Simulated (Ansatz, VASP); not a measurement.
One calculation of Si2Mo, two programs

File INCAR:

```
SYSTEM = Si2Mo
PREC = Accurate
ENCUT = 520
EDIFF = 1E-6
ISMEAR = 0
SIGMA = 0.15
LREAL = .False.
LASPH = .True.
NELM = 80
ALGO = Normal
ISIF = 2
LWAVE = .False.
LCHARG = .False.
GGA = PS
NBANDS = 56
```

Contents of KPOINTS:

```
Automatic mesh
0
Gamma
  15 15 3
  0 0 0
```

The input POSCAR:

```
Si2Mo
1.0
   -3.1900701689      0.0000000000      0.0000000000
    0.0000000000     -3.1900701689      0.0000000000
    0.0000000000      0.0000000000     15.8927680287
Si Mo
8 4
Direct
    0.0000000000      0.0000000000      0.9436978179
    0.5000000000      0.5000000000      0.6976304242
    0.0000000000      0.0000000000      0.4515630305
    0.5000000000      0.5000000000      0.2054956368
    0.0000000000      0.0000000000      0.1217739967
    0.5000000000      0.5000000000      0.8599761778
    0.0000000000      0.0000000000      0.6139087841
    0.5000000000      0.5000000000      0.3678413904
    0.5000000000      0.5000000000      0.5327359073
    1.0000000000      1.0000000000      0.2866685136
    0.5000000000      0.5000000000      0.0406011200
    1.0000000000      1.0000000000      0.7788033010
```

Input for Ansatz:

```yaml
crystal:
  lattice:
    - [-3.1900701689, 0.0, 0.0]
    - [0.0, -3.1900701689, 0.0]
    - [0.0, 0.0, 15.8927680287]
  atoms:
    - { symbol: Si, position: [0.0, 0.0, 0.9436978179] }
    - { symbol: Si, position: [0.5, 0.5, 0.6976304242] }
    - { symbol: Si, position: [0.0, 0.0, 0.4515630305] }
    - { symbol: Si, position: [0.5, 0.5, 0.2054956368] }
    - { symbol: Si, position: [0.0, 0.0, 0.1217739967] }
    - { symbol: Si, position: [0.5, 0.5, 0.8599761778] }
    - { symbol: Si, position: [0.0, 0.0, 0.6139087841] }
    - { symbol: Si, position: [0.5, 0.5, 0.3678413904] }
    - { symbol: Mo, position: [0.5, 0.5, 0.5327359073] }
    - { symbol: Mo, position: [1.0, 1.0, 0.2866685136] }
    - { symbol: Mo, position: [0.5, 0.5, 0.04060112] }
    - { symbol: Mo, position: [1.0, 1.0, 0.778803301] }
basis:
  ecutwfc: 420
kpoints:
  mp_grid: { grid: [15, 15, 3] }
hamiltonian:
  xc: pbesol
scf:
  occupations: { method: gaussian, width: 0.15 }
output:
  forces: true
  stress: true
  eigenvalues: true
```

Alike in both runs: task single point; functional PBEsol; k mesh 15 × 15 × 3; occupations gaussian, width 0.15 eV; no spin polarisation.

|  | VASP | Ansatz |
| --- | --- | --- |
| version | VASP 6.6.1 | Ansatz 0.2.0 |
| potentials or method | VASP PAW PBE potentials, release 64 (Si, Mo_sv), cutoff 520 eV | scalar-relativistic, plane waves, PAW |
| valence electrons in the cell | 88 | 88 |

```tsv
	VASP	Ansatz	Ansatz less VASP
gap on the k mesh at the Fermi level (eV)	none	none	-
pressure (GPa)	-2.6	-3.0	-0.34
traceless stress, the component that is largest in VASP (GPa)	-3.46	-3.46	-0.003
rms of the force components (eV/Å)	0.449	0.448	-0.0009
```

VASP's potentials were made for PBE, not for PBEsol. Atom by atom the forces differ by 0.003 eV/Å (rms over components). A gap of «none» marks a metal or a gap that the smearing closes. The functional is the same, so the differences come from potentials, cutoffs and numerics.
